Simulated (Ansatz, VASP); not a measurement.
# HfSiO4: VASP beside Ansatz

```
CELL_PARAMETERS angstrom
-3.32245 3.32245 3.00747
3.32245 -3.32245 3.00747
3.32245 3.32245 -3.00747
ATOMIC_POSITIONS crystal
Hf 0.00000 0.00000 0.00000
Hf 0.75000 0.25000 0.50000
Si 0.25000 0.75000 0.50000
Si 0.50000 0.50000 0.00000
O 0.13473 0.31894 0.81579
O 0.06894 0.75315 0.68421
O 0.06894 0.38473 0.31579
O 0.50315 0.31894 0.18421
O 0.68106 0.49685 0.81579
O 0.61527 0.93106 0.68421
O 0.24685 0.93106 0.31579
O 0.68106 0.86527 0.18421
```

Alike in both runs: task single point; functional PBE; k mesh 6 × 6 × 6; occupations gaussian, width 0.02 eV; no spin polarisation.

|  | VASP | Ansatz |
| --- | --- | --- |
| version | VASP 6.6.1 | Ansatz 0.2.0 |
| potentials or method | VASP PAW PBE potentials, release 64 (Hf_pv, Si, O), cutoff 520 eV | scalar-relativistic, plane waves, PAW |
| valence electrons in the cell | 76 | 108 |

|  | VASP | Ansatz | Ansatz less VASP |
| --- | --- | --- | --- |
| gap on the k mesh at the Fermi level (eV) | 5.27 | 5.33 | +0.056 |
| least direct gap on the mesh (eV) | 5.60 | 5.65 | +0.053 |
| pressure (GPa) | -1.6 | 0.0 | +1.59 |
| traceless stress, the component that is largest in VASP (GPa) | 0.19 | -0.04 | -0.232 |
| rms of the force components (eV/Å) | 0.086 | 0.001 | -0.0856 |

Atom by atom the forces differ by 0.087 eV/Å (rms over components). With one functional, cell and mesh, what is left measures potentials, basis and numerics. VASP's potentials hold 76 valence electrons a cell and Ansatz's 108, so a difference there can come from the potentials and not from the codes.

Spin-orbit coupling is off throughout.
